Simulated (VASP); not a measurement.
# Sc (P6_3/mmc) in VASP: further runs

The runs below take Sc through single point, with LDA.

Everything below comes from runs of VASP 6.6.1. Logs are shortened: lines on timing, memory, paths and dates and some standing lists are left out, and cuts for length are marked.

### Step 1. The cell of the first run

It takes space group P6_3/mmc (No. 194, hexagonal). The conventional cell has a = 3.274 Å, b = 3.274 Å, c = 10.461 Å, α = 90.00°, β = 90.00°, γ = 120.00°. Within 4.2 Å of Sc (site symmetry -3m) lie 12 Sc at 3.23 to 3.27 Å. Sc (site symmetry -6m2) has 12 Sc at 3.23 to 3.27 Å within 4.2 Å.

### Step 2. Single point, LDA (volume scaled by 1.08)

The input, INCAR:

```
  PREC = Accurate
  ENCUT = 520
  EDIFF = 1E-6
  ISMEAR = -1
  SIGMA = 0.1
  LREAL = False
  LASPH = True
  NELM = 80
  ALGO = Normal
  ISIF = 2
  LWAVE = False
  LCHARG = False
  NBANDS = 30
```

The input, KPOINTS:

```
Automatic mesh
0
Gamma
  13 13 4
```

The input, POSCAR:

```
Sc
1.0
    3.2738639958      0.0000000000      0.0000000000
   -1.6369319979      2.8352493889      0.0000000000
    0.0000000000      0.0000000000     10.4607829833
Sc
4
Direct
    1.0000000000      0.0000000000      0.0000000000
    1.0000000000      0.0000000000      0.5000000000
    0.3333333333      0.6666666667      0.2500000000
    0.6666666667      0.3333333333      0.7500000000
```

Potentials or basis: VASP PAW LDA potentials, release 64 (Sc_sv).

On the command line:

```
$ cat potpaw_LDA.64/Sc_sv/POTCAR > POTCAR
$ mpirun -np 1 vasp_std > vasp.out
```

OUTCAR:

```text
PREC = Accurate
   ENCUT = 520
   EDIFF = 1E-6
   ISMEAR = -1
   LREAL = False
   LASPH = True
   NELM = 80
   ISIF = 2

 ion  position               nearest neighbor table
   1  0.000  0.000  0.000-   3 3.23   4 3.23   4 3.23   3 3.23   4 3.23   3 3.23
   2  0.000  0.000  0.500-   3 3.23   4 3.23   4 3.23   3 3.23   4 3.23   3 3.23
   3  0.333  0.667  0.250-   1 3.23   2 3.23   1 3.23   2 3.23   1 3.23   2 3.23
   4  0.667  0.333  0.750-   1 3.23   2 3.23   1 3.23   2 3.23   1 3.23   2 3.23

  LATTYP: Found a hexagonal cell.
 ALAT       =     3.2738639958
 C/A-ratio  =     3.1952405466

  Lattice vectors:

 A1 = (   3.2738639958,   0.0000000000,   0.0000000000)
 A2 = (  -1.6369319979,   2.8352493889,   0.0000000000)
 A3 = (   0.0000000000,   0.0000000000,  10.4607829833)

Analysis of symmetry for initial positions (statically):
=====================================================================
 Subroutine PRICEL returns:
 Original cell was already a primitive cell.

 Routine SETGRP: Setting up the symmetry group for a
 hexagonal supercell.

 Subroutine GETGRP returns: Found 24 space group operations
 (whereof 12 operations were pure point group operations)
 out of a pool of 24 trial point group operations.

The static configuration has the point symmetry D_3d.
 The point group associated with its full space group is D_6h.

Analysis of symmetry for dynamics (positions and initial velocities):
=====================================================================
 Subroutine PRICEL returns:
 Original cell was already a primitive cell.

 Routine SETGRP: Setting up the symmetry group for a
 hexagonal supercell.

 Subroutine GETGRP returns: Found 24 space group operations
 (whereof 12 operations were pure point group operations)
 out of a pool of 24 trial point group operations.

The dynamic configuration has the point symmetry D_3d.
 The point group associated with its full space group is D_6h.

 Subroutine INISYM returns: Found 24 space group operations
 (whereof 12 operations are pure point group operations),
 and found     1 'primitive' translations

----------------------------------------------------------------------------------------

                                     Primitive cell

  volume of cell :      97.0993

  direct lattice vectors                    reciprocal lattice vectors
     3.273863996  0.000000000  0.000000000     0.305449463  0.176351330  0.000000000
    -1.636931998  2.835249389  0.000000000     0.000000000  0.352702660  0.000000000
     0.000000000  0.000000000 10.460782983     0.000000000  0.000000000  0.095595139

  length of vectors
     3.273863996  3.273863996 10.460782983     0.352702660  0.352702660  0.095595139

  position of ions in fractional coordinates (direct lattice)
     0.000000000  0.000000000  0.000000000
     0.000000000  0.000000000  0.500000000
     0.333333333  0.666666667  0.250000000
     0.666666667  0.333333333  0.750000000

  ion indices of the primitive-cell ions
   primitive index   ion index
                 1           1
                 2           2
                 3           3
                 4           4

----------------------------------------------------------------------------------------

 KPOINTS: Automatic mesh

Automatic generation of k-mesh.
 Grid dimensions read from file:
 generate k-points for:   13   13    4

 Generating k-lattice:

  Cartesian coordinates                     Fractional coordinates (reciprocal lattice)
     0.023496113  0.013565487  0.000000000     0.076923077  0.000000000  0.000000000
     0.000000000  0.027130974  0.000000000     0.000000000  0.076923077  0.000000000
     0.000000000  0.000000000  0.023898785     0.000000000  0.000000000  0.250000000

  Length of vectors
     0.027130974  0.027130974  0.023898785

  Shift w.r.t. Gamma in fractional coordinates (k-lattice)
     0.000000000  0.000000000  0.000000000

 Subroutine IBZKPT returns following result:
 ===========================================

 Found     63 irreducible k-points:

 Following reciprocal coordinates:
            Coordinates               Weight
  0.000000  0.000000  0.000000      1.000000
  0.076923 -0.000000  0.000000      6.000000
  0.153846  0.000000  0.000000      6.000000
  0.230769  0.000000  0.000000      6.000000
  0.307692  0.000000  0.000000      6.000000
  0.384615  0.000000  0.000000      6.000000
[... 16 lines left out ...]
  0.076923 -0.000000  0.250000     12.000000
  0.153846  0.000000  0.250000     12.000000
 [... further k-points ...]
   k-points           NKPTS =     63   k-points in BZ     NKDIM =     63   number of bands    NBANDS=     30
   number of dos      NEDOS =    301   number of ions     NIONS =      4
   total plane-waves  NPLWV =  46080
   dimension x,y,z NGX =    24 NGY =   24 NGZ =   80
   dimension x,y,z NGXF=    48 NGYF=   48 NGZF=  160
   ions per type =               4
   NGX,Y,Z   is equivalent  to a cutoff of  12.19, 12.19, 12.71 a.u.
   NGXF,Y,Z  is equivalent  to a cutoff of  24.37, 24.37, 25.43 a.u.
 SYSTEM =  unknown system
   PREC   = accura    normal or accurate (medium, high low for compatibility)
   ISTART =      0    job   : 0-new  1-cont  2-samecut
   ICHARG =      2    charge: 1-file 2-atom 10-const
   ISPIN  =      1    spin polarized calculation?
   LNONCOLLINEAR =      F non collinear calculations
   LSORBIT =      F    spin-orbit coupling
   LASPH  =      T    aspherical Exc in radial PAW
   ENCUT  =  520.0 eV  38.22 Ry    6.18 a.u.   6.09  6.09 19.45*2*pi/ulx,y,z
   NELM   =     80;   NELMIN=  2; NELMDL= -5     # of ELM steps
   EDIFF  = 0.1E-05   stopping-criterion for ELM
   LREAL  =      F    real-space projection
   EDIFFG = 0.1E-04   stopping-criterion for IOM
   NSW    =      0    number of steps for IOM
   IBRION =     -1    ionic relax: 0-MD 1-quasi-New 2-CG
   NFREE  =      0    steps in history (QN), initial steepest desc. (CG)
   ISIF   =      2    stress and relaxation
   ISYM   =      2    0-nonsym 1-usesym 2-fastsym
   POTIM  = 0.5000    time-step for ionic-motion
   TEBEG  =    0.0;   TEEND  =   0.0 temperature during run
   PSTRESS=    0.0 pullay stress
   NELECT =      44.0000    total number of electrons
   NUPDOWN=      -1.0000    fix difference up-down
   EMIN   =  10.00;   EMAX   =-10.00  energy-range for DOS
   EFERMI =   0.00;   METHOD = LEGACY
   ISMEAR =    -1;   SIGMA  =   0.10  broadening in eV -4-tet -1-fermi 0-gaus
   EFERMI_NEDOS =   21; number of points for ismear=-14 and -15
   IALGO  =     38    algorithm
   IMIX   =      4    mixing-type and parameters
     AMIX     =   0.40;   BMIX     =  1.00
     AMIX_MAG =   1.60;   BMIX_MAG =  1.00
  volume/ion in A,a.u.               =      24.27       163.81
  Fermi-wavevector in a.u.,A,eV,Ry     =   1.257439  2.376216 21.512900  1.581154
  Thomas-Fermi vector in A             =   2.391098
   LORBIT       =      0    0 simple, 1 ext, 2 COOP (PROOUT), +10 PAW based schemes
   GGA     = CA    functional components
   LHFCALC =     F    Hartree Fock is set to
   AEXX    =    0.0000 exact exchange contribution
   IVDW    =     0    specifies the selected vdW correction
   LEPSILON=     F    determine dielectric tensor
   LRPA    =     F    only Hartree local field effects (RPA)
 non-spin polarized calculation
  energy-cutoff  :      520.00
  volume of cell :       97.10
 maximum number of plane-waves:      2646
   NGX = 13   NGY = 13   NGZ = 39

 number of electron      43.9999998 magnetization

 Free energy of the ion-electron system (eV)
  ---------------------------------------------------
  ext. energy  EPLUGINS =         0.00000000
  ---------------------------------------------------
  free energy    TOTEN  =       -26.85095021 eV

  energy without entropy =      -26.60601580  energy(sigma->0) =      -26.72848300

 E-fermi :   3.5817     XC(G=0): -10.2043

 val. band max:        3.5612296672   @ k =   0.3077   0.1538   0.2500
 cond. band min:       3.5837637187   @ k =   0.3077   0.3077   0.0000
 fundamental gap:      0.0225340515
 Fermi energy:         3.5817400674

 k-point     1 :       0.0000    0.0000    0.0000
  band No.  band energies     occupation
      1     -45.2007      2.00000
      2     -45.1701      2.00000
      3     -45.1570      2.00000
      4     -45.1261      2.00000
      5     -24.3858      2.00000
      6     -24.1787      2.00000
[... 22 lines left out ...]
     29       5.3495      0.00000
     30       5.3562      0.00000

 k-point     2 :       0.0769   -0.0000    0.0000
  band No.  band energies     occupation
      1     -45.1974      2.00000
      2     -45.1678      2.00000
      3     -45.1547      2.00000
      4     -45.1248      2.00000
      5     -24.3775      2.00000
      6     -24.1814      2.00000
[... 22 lines left out ...]
     29       5.4069      0.00000
     30       5.4576      0.00000

 k-point     3 :       0.1538    0.0000    0.0000
  band No.  band energies     occupation
      1     -45.1883      2.00000
      2     -45.1613      2.00000
      3     -45.1482      2.00000
      4     -45.1210      2.00000
      5     -24.3536      2.00000
      6     -24.1929      2.00000
[... 22 lines left out ...]
     29       5.3750      0.00000
     30       5.6740      0.00000

 k-point     4 :       0.2308    0.0000    0.0000
  band No.  band energies     occupation
      1     -45.1749      2.00000
      2     -45.1522      2.00000
      3     -45.1391      2.00000
      4     -45.1162      2.00000
      5     -24.3184      2.00000
      6     -24.2204      2.00000
[... 22 lines left out ...]
     29       5.4569      0.00000
     30       5.6359      0.00000

 k-point     5 :       0.3077    0.0000    0.0000
  band No.  band energies     occupation
      1     -45.1598      2.00000
      2     -45.1425      2.00000
      3     -45.1293      2.00000
      4     -45.1119      2.00000
      5     -24.2948      2.00000
      6     -24.2693      2.00000
[... 22 lines left out ...]
     29       5.2061      0.00000
     30       5.8778      0.00000
[... 526 lines left out ...]
     29       5.7078      0.00000
     30       5.7427      0.00000

 k-point    22 :       0.0000    0.0000    0.2500
  band No.  band energies     occupation
      1     -45.1980      2.00000
      2     -45.1790      2.00000
      3     -45.1480      2.00000
      4     -45.1289      2.00000
      5     -24.3692      2.00000
      6     -24.2505      2.00000
[... 22 lines left out ...]
     29       5.2997      0.00000
     30       5.3117      0.00000

 k-point    23 :       0.0769   -0.0000    0.2500
  band No.  band energies     occupation
      1     -45.1948      2.00000
      2     -45.1764      2.00000
      3     -45.1460      2.00000
      4     -45.1274      2.00000
      5     -24.3617      2.00000
      6     -24.2491      2.00000
[... 22 lines left out ...]
     29       5.3468      0.00000
     30       5.3795      0.00000

 k-point    24 :       0.1538    0.0000    0.2500
  band No.  band energies     occupation
      1     -45.1858      2.00000
      2     -45.1690      2.00000
      3     -45.1405      2.00000
      4     -45.1235      2.00000
      5     -24.3405      2.00000
      6     -24.2478      2.00000
[... 22 lines left out ...]
     29       5.3791      0.00000
     30       5.4701      0.00000

 [... further k-points ...]
[... 5 lines left out ...]
  --------------------------------------------------------------------------------------
  -------------------------------------------------------------------------------------
  Total       -2.3648762     -2.3648762     -2.4095214      0.0000000      0.0000000      0.0000000
  in kB      -39.0214049    -39.0214049    -39.7580682      0.0000000      0.0000000      0.0000000
  external PRESSURE =     -39.2669593 kB  Pullay stress =       0.0000000 kB

 VOLUME and BASIS-vectors are now :
 -----------------------------------------------------------------------------
  energy-cutoff  :      520.00
  volume of cell :       97.10
      direct lattice vectors                 reciprocal lattice vectors
     3.273863996  0.000000000  0.000000000     0.305449463  0.176351330  0.000000000
    -1.636931998  2.835249389  0.000000000     0.000000000  0.352702660  0.000000000
     0.000000000  0.000000000 10.460782983     0.000000000  0.000000000  0.095595139

 POSITION                                       TOTAL-FORCE (eV/Angst)
 -----------------------------------------------------------------------------------
      0.00000      0.00000      0.00000        -0.000000      0.000000     -0.000000
      0.00000      0.00000      5.23039        -0.000000      0.000000     -0.000000
     -0.00000      1.89017      2.61520        -0.000000      0.000000     -0.000000
      1.63693      0.94508      7.84559         0.000000      0.000000      0.000000
 -----------------------------------------------------------------------------------
    total drift:                               -0.000000      0.000000     -0.000000

  FREE ENERGIE OF THE ION-ELECTRON SYSTEM (eV)
  ---------------------------------------------------
  free  energy   TOTEN  =       -26.8509502119 eV

  energy  without entropy=      -26.6060157974  energy(sigma->0) =      -26.72848300
```

Run time: 3 min. Hardware: 1 thread of Intel Xeon 6975P-C, shared host; peak memory 0.26 GiB.

Results:

```yaml
Free_energy: -26.8510 eV
Pressure: -3.9 GPa
Band_gap_on_the_k_mesh: zero (band 22 reaches 4.38 eV, above the bottom of band 23 at 3.26 eV)
```

### Step 3. Single point, LDA (volume scaled by 1.12)

The input, INCAR:

```
PREC     = Accurate       # precision mode
ENCUT    = 520            # plane-wave cutoff, eV
EDIFF    = 1E-6           # SCF threshold, eV
ISMEAR   = -1             # smearing method
SIGMA    = 0.1            # smearing width, eV
LREAL    = False          # projectors in reciprocal space
LASPH    = True           # aspherical terms in the spheres
NELM     = 60             # most SCF steps
ALGO     = Normal         # electronic algorithm
ISIF     = 2              # what is computed and relaxed
LWAVE    = False          # write WAVECAR
LCHARG   = False          # write CHGCAR
GGA      = CA             # functional
NBANDS   = 30             # bands
```

KPOINTS is that of step 2.

The input, POSCAR:

```
Sc
1.0
    3.3137931017      0.0000000000      0.0000000000
   -1.6568965509      2.8698290090      0.0000000000
    0.0000000000      0.0000000000     10.5883660814
Sc
4
Direct
    1.0000000000      0.0000000000      0.0000000000
    1.0000000000      0.0000000000      0.5000000000
    0.3333333333      0.6666666667      0.2500000000
    0.6666666667      0.3333333333      0.7500000000
```

Potentials or basis: VASP PAW LDA potentials, release 64 (Sc_sv).

On the command line:

```
$ cat potpaw_LDA.64/Sc_sv/POTCAR > POTCAR
$ mpirun -np 1 vasp_std > vasp.out
```

Run time: 4.5 min. Hardware: 1 thread of Intel Xeon 6975P-C, shared host; peak memory 0.28 GiB.

It converged, with:

```
Free energy            : -26.7463 eV
Pressure               : -5.5 GPa
Band gap on the k mesh : zero (band 22 reaches 4.15 eV, above the bottom of band 23 at 3.07 eV)
```

Stress tensor (GPa, compression positive):
```
-5.45  0.00  0.00
 0.00 -5.45  0.00
 0.00  0.00 -5.55
```

Levels at points of the mesh, in eV from the Fermi level:
```
           k point  band 19  band 20  band 21  band 22  band 23  band 24  band 25  band 26
(0.00, 0.00, 0.00)    -3.60    -1.69     0.46     0.78     0.83     1.38     1.38     1.41
(0.00, 0.00, 0.50)    -2.29    -2.29     0.43     0.43     1.36     1.36     1.48     1.48
```
